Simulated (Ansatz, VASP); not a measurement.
# BAs in VASP and in Ansatz

```
CELL_PARAMETERS angstrom
0.00000 2.44298 2.44298
2.44298 0.00000 2.44298
2.44298 2.44298 0.00000
ATOMIC_POSITIONS crystal
B 0.00000 0.00000 0.00000
As 0.25000 0.25000 0.25000
```

Alike in both runs: task single point; functional revPBE; k mesh 6 × 6 × 6; no spin polarisation.

|  | VASP | Ansatz |
| --- | --- | --- |
| version | VASP 6.6.1 | Ansatz 0.2.0 |
| potentials or method | VASP PAW PBE potentials, release 64 (B, As), cutoff 500 eV | plane waves, PAW |
| occupations | gaussian, width 0.01 eV | fixed |
| valence electrons in the cell | 8 | 18 |

Ansatz gave:

```
gap on the k mesh at the Fermi level (eV) : 1.36
```

Problem. What did VASP give for the same quantities?

Solution. gap on the k mesh at the Fermi level (eV): 1.35.

VASP's potentials were made for PBE, not for revPBE. VASP's potentials hold 8 valence electrons a cell and Ansatz's 18, so a difference there can come from the potentials and not from the codes.
